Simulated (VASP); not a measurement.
# Ge (Fd-3m) in VASP: single point with PBE

Aim: the single point of Ge with PBE.

Everything below comes from runs of VASP 6.6.1. Logs are shortened: lines on timing, memory, paths and dates and some standing lists are left out, and cuts for length are marked.

**Measured values to compare with.**

“Temperature-dependent photoluminescence in Ge: experiment and theory”, 2020, arxiv:2003.00143 reports, for a bulk crystal of Ge at 0 K: band gap 0.744 eV (indirect).

How close the calculation comes is told below.

### Step 1. The cell of the first run

Symmetry: Fd-3m, No. 227, cubic system. Conventional cell: a = 5.761 Å, b = 5.761 Å, c = 5.761 Å, α = 90.00°, β = 90.00°, γ = 90.00°. Ge (site symmetry -43m) has 4 Ge at 2.49 Å within 3.3 Å.

### Step 2. Single point, PBE

The input, INCAR:

```
ALGO     = Fast           # electronic algorithm
EDIFF    = 1E-6           # SCF threshold, eV
ENCUT    = 520            # plane-wave cutoff, eV
GGA      = PE             # functional
ISIF     = 2              # what is computed and relaxed
ISMEAR   = 0              # smearing method
ISYM     = 0            
LASPH    = T              # aspherical terms in the spheres
LCHARG   = F              # write CHGCAR
LREAL    = F              # projectors in reciprocal space
LWAVE    = F              # write WAVECAR
NBANDS   = 51             # bands
NELM     = 60             # most SCF steps
PREC     = Accurate       # precision mode
SIGMA    = 0.1            # smearing width, eV
```

The input, KPOINTS:

```
k-points
0
Gamma
  6 6 10
```

The input, POSCAR:

```
Ge
1.0
    7.0558403794      0.0000000000      0.0000000000
   -3.5279201897      6.1105370136      0.0000000000
   -2.3519467931      0.0000000000      3.3261550528
Ge
6
Direct
    0.8333333333      0.6666666667      0.5000000000
    0.5000000000      0.0000000000      0.5000000000
    0.1666666667      0.3333333333      0.5000000000
    0.0833333333      0.6666666667      0.2500000000
    0.7500000000      0.0000000000      0.2500000000
    0.4166666667      0.3333333333      0.2500000000
```

Potentials or basis: VASP PAW PBE potentials, release 64 (Ge_d).

Run with:

```
$ cat potpaw_PBE.64/Ge_d/POTCAR > POTCAR
$ mpirun -np 1 vasp_std > vasp.out
```

OUTCAR:

```text
EDIFF = 1E-6
   ENCUT = 520
   GGA = PE
   ISIF = 2
   ISMEAR = 0
   ISYM = 0
   LASPH = T
   LREAL = F
   NELM = 60
   PREC = Accurate

 ion  position               nearest neighbor table
   1  0.833  0.667  0.500-   5 2.49   4 2.49   4 2.49   6 2.49
   2  0.500  0.000  0.500-   6 2.49   5 2.49   5 2.49   4 2.49
   3  0.167  0.333  0.500-   6 2.49   6 2.49   5 2.49   4 2.49
   4  0.083  0.667  0.250-   1 2.49   1 2.49   2 2.49   3 2.49
   5  0.750  0.000  0.250-   1 2.49   2 2.49   2 2.49   3 2.49
   6  0.417  0.333  0.250-   2 2.49   3 2.49   3 2.49   1 2.49

IMPORTANT INFORMATION: All symmetrisations will be switched off!
NOSYMM: (Re-)initialisation of all symmetry stuff for point group C_1.

----------------------------------------------------------------------------------------

                                     Primitive cell

  volume of cell :     143.4071

  direct lattice vectors                    reciprocal lattice vectors
     7.055840379  0.000000000  0.000000000     0.141726562  0.081825869  0.100215813
    -3.527920190  6.110537014  0.000000000     0.000000000  0.163651738  0.000000000
    -2.351946793  0.000000000  3.326155053     0.000000000  0.000000000  0.300647439

  length of vectors
     7.055840379  7.055840379  4.073691342     0.191898672  0.163651738  0.300647439

  position of ions in fractional coordinates (direct lattice)
     0.833333333  0.666666667  0.500000000
     0.500000000  0.000000000  0.500000000
     0.166666667  0.333333333  0.500000000
     0.083333333  0.666666667  0.250000000
     0.750000000  0.000000000  0.250000000
     0.416666667  0.333333333  0.250000000

  ion indices of the primitive-cell ions
   primitive index   ion index
                 1           1
                 2           2
                 3           3
                 4           4
                 5           5
                 6           6

----------------------------------------------------------------------------------------

 KPOINTS: k-points

Automatic generation of k-mesh.
 Grid dimensions read from file:
 generate k-points for:    6    6   10

 Generating k-lattice:

  Cartesian coordinates                     Fractional coordinates (reciprocal lattice)
     0.023621094  0.013637645  0.016702636     0.166666667  0.000000000 -0.000000000
[... 82 lines left out ...]
   LREAL  =      F    real-space projection
   EDIFFG = 0.1E-04   stopping-criterion for IOM
   NSW    =      0    number of steps for IOM
   IBRION =     -1    ionic relax: 0-MD 1-quasi-New 2-CG
   NFREE  =      0    steps in history (QN), initial steepest desc. (CG)
   ISIF   =      2    stress and relaxation
   ISYM   =      0    0-nonsym 1-usesym 2-fastsym
   POTIM  = 0.5000    time-step for ionic-motion
   TEBEG  =    0.0;   TEEND  =   0.0 temperature during run
   PSTRESS=    0.0 pullay stress
   NELECT =      84.0000    total number of electrons
   NUPDOWN=      -1.0000    fix difference up-down
   EMIN   =  10.00;   EMAX   =-10.00  energy-range for DOS
   EFERMI =   0.00;   METHOD = LEGACY
   ISMEAR =     0;   SIGMA  =   0.10  broadening in eV -4-tet -1-fermi 0-gaus
   EFERMI_NEDOS =   21; number of points for ismear=-14 and -15
   IALGO  =     68    algorithm
   IMIX   =      4    mixing-type and parameters
     AMIX     =   0.40;   BMIX     =  1.00
     AMIX_MAG =   1.60;   BMIX_MAG =  1.00
  volume/ion in A,a.u.               =      23.90       161.29
  Fermi-wavevector in a.u.,A,eV,Ry     =   1.369760  2.588471 25.527818  1.876242
  Thomas-Fermi vector in A             =   2.495606
   LORBIT       =      0    0 simple, 1 ext, 2 COOP (PROOUT), +10 PAW based schemes
   GGA     = PE    functional components
   LHFCALC =     F    Hartree Fock is set to
   AEXX    =    0.0000 exact exchange contribution
   IVDW    =     0    specifies the selected vdW correction
   LEPSILON=     F    determine dielectric tensor
   LRPA    =     F    only Hartree local field effects (RPA)
 non-spin polarized calculation
 RMM-DIIS sequential band-by-band and
 Gauss-broadening in eV      SIGMA  =   0.10
  energy-cutoff  :      520.00
  volume of cell :      143.41
 maximum number of plane-waves:      3886
 NGX is ok and might be reduce to    54
   NGX = 27   NGY = 27   NGZ = 15

 number of electron      83.9999967 magnetization

 Free energy of the ion-electron system (eV)
  ---------------------------------------------------
  ext. energy  EPLUGINS =         0.00000000
  ---------------------------------------------------
  free energy    TOTEN  =       -27.10953244 eV

  energy without entropy =      -27.10821672  energy(sigma->0) =      -27.10887458

 E-fermi :   4.4621     XC(G=0):  -9.6703

 val. band max:        4.4094284037   @ k =   0.0000   0.1667   0.0000
 cond. band min:       4.4773394963   @ k =   0.0000   0.0000   0.0000
 fundamental gap:      0.0679110926
 Fermi energy:         4.4621073778

 k-point     1 :       0.0000    0.0000    0.0000
  band No.  band energies     occupation
      1     -20.3133      2.00000
      2     -20.3133      2.00000
      3     -20.2990      2.00000
      4     -20.2990      2.00000
      5     -20.2684      2.00000
      6     -20.2684      2.00000
[... 1285 lines left out ...]
     50       8.8372      0.00000
     51       9.0758      0.00000

 [... further k-points ...]

------------------------ aborting loop because EDIFF is reached ----------------------------------------

  FORCE on cell =-STRESS in cart. coord.  units (eV):
  Direction    XX          YY          ZZ          XY          YZ          ZX
  --------------------------------------------------------------------------------------
  -------------------------------------------------------------------------------------
  Total       -0.0630252     -0.0506442     -0.0766580     -0.0000613     -0.0000206     -0.0004577
  in kB       -0.7041324     -0.5658090     -0.8564413     -0.0006847     -0.0002297     -0.0051138
  external PRESSURE =      -0.7087942 kB  Pullay stress =       0.0000000 kB

 VOLUME and BASIS-vectors are now :
 -----------------------------------------------------------------------------
  energy-cutoff  :      520.00
  volume of cell :      143.41
      direct lattice vectors                 reciprocal lattice vectors
     7.055840379  0.000000000  0.000000000     0.141726562  0.081825869  0.100215813
    -3.527920190  6.110537014  0.000000000     0.000000000  0.163651738  0.000000000
    -2.351946793  0.000000000  3.326155053     0.000000000  0.000000000  0.300647439

 POSITION                                       TOTAL-FORCE (eV/Angst)
 -----------------------------------------------------------------------------------
      2.35195      4.07369      1.66308        -0.000567      0.000013     -0.000317
      2.35195      0.00000      1.66308        -0.000569      0.000017     -0.000313
     -1.17597      2.03685      1.66308        -0.000564      0.000014     -0.000315
     -2.35195      4.07369      0.83154         0.000569     -0.000014      0.000318
      4.70389      0.00000      0.83154         0.000567     -0.000014      0.000311
      1.17597      2.03685      0.83154         0.000564     -0.000016      0.000316
 -----------------------------------------------------------------------------------
    total drift:                               -0.000003      0.000002      0.000001

  FREE ENERGIE OF THE ION-ELECTRON SYSTEM (eV)
  ---------------------------------------------------
  free  energy   TOTEN  =       -27.1095324377 eV

  energy  without entropy=      -27.1082167175  energy(sigma->0) =      -27.10887458
```

stdout:

```text
POSCAR found type information on POSCAR Ge
 POSCAR found :  1 types and       6 ions
 scaLAPACK will be used
 LDA part: xc-table for (Slater+PW92), standard interpolation
 -----------------------------------------------------------------------------
|                                                                             |
[... 39 lines left out ...]
WARNING in EDDRMM: call to ZHEGV failed, returncode =   6  3     34
WARNING in EDDRMM: call to ZHEGV failed, returncode =   6  3     31
WARNING in EDDRMM: call to ZHEGV failed, returncode =   6  3     43
WARNING in EDDRMM: call to ZHEGV failed, returncode =   6  3     44
WARNING in EDDRMM: call to ZHEGV failed, returncode =   6  3     41
WARNING in EDDRMM: call to ZHEGV failed, returncode =   6  3     35
WARNING in EDDRMM: call to ZHEGV failed, returncode =   6  3     46
```

Wall time 55 min (1 thread of Oxide Virtual Turin-like, shared host); peak memory 0.88 GiB.

Results:

```yaml
Free_energy: -27.1095 eV
Pressure: -0.1 GPa
Band_gap_on_the_k_mesh: zero (filled and empty bands touch)
```

Caveat: semilocal functionals underestimate gaps, and a narrow one can read as zero.

### Step 3. Against experiment

Step 2. Measured gap of Ge: 0.744 eV (indirect; 0 K; “Temperature-dependent photoluminescence in Ge: experiment and theory”, 2020, arxiv:2003.00143). This calculation gives 0.00 eV (-0.74 eV). 3 values of this kind are on record (0.666 to 0.807 eV); this one was drawn at random among those near their median. Spin-orbit coupling on Ge is left out. The value is that of PBE on a finite k mesh, which can miss the band edges, without temperature or zero-point motion. Semilocal functionals fall short of measured gaps as a rule.

The gap in the log of VASP goes by the Fermi energy; the results here count the filled bands.